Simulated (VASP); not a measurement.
Wanted: the native input for a VASP 6.6.1 run.

```
Task                   : single point
Functional             : PBEsol
Potentials or basis    : VASP PAW PBE potentials, release 64 (Zr_sv, S)
Cutoff                 : 520 eV
k mesh                 : 16 × 16 × 16
Occupations            : gaussian, width 0.15 eV
Spin                   : no spin polarisation
Dipole correction      : no
Further INCAR settings : ALGO = Normal; EDIFF = 1e-07; NBANDS = 16
```

The structure of ZrS lies in POSCAR:

```
ZrS
1.0
    0.0000000000      2.6643750000      2.6250000000
    2.6643750000      0.0000000000      2.6250000000
    2.6643750000      2.6643750000      0.0000000000
Zr S
1 1
Direct
    0.0000000000      0.0000000000      0.0000000000
    0.5000000000      0.5000000000      0.5000000000
```

This cell differs from its parent crystal: strain +0.015 along x and y, +0.000 along z.

These files were run (other wordings do the same):

INCAR

```
SYSTEM = ZrS
ALGO = Normal ; EDIFF = 1E-7
ENCUT = 520 ; GGA = PS
ISIF = 2 ; ISMEAR = 0
LASPH = .True. ; LCHARG = .False.
LREAL = .False. ; LWAVE = .False.
NBANDS = 16 ; NELM = 100
PREC = Accurate ; SIGMA = 0.15
```

KPOINTS

```
k-points
0
Gamma
  16 16 16
  0 0 0
```

Potentials or basis: VASP PAW PBE potentials, release 64 (Zr_sv, S).

The run is started by

```console
$ cat potpaw_PBE.64/Zr_sv/POTCAR potpaw_PBE.64/S/POTCAR > POTCAR
$ mpirun -np 1 vasp_std > vasp.out
```

Results of the run:

```yaml
Pressure: -9.5 GPa
Band_gap_on_the_k_mesh: zero (band 9 reaches 11.60 eV, above the bottom of band 10 at 8.89 eV)
```

Caveat: the cell differs from its parent crystal (strain +0.015 along x and y, +0.000 along z); the PAW data sets were made with another functional, which shifts forces and pressure a little.

It took 82 s on 1 thread of Intel(R) Xeon(R) 6975P-C (Granite Rapids), with other jobs on the host, peak memory 0.31 GiB.
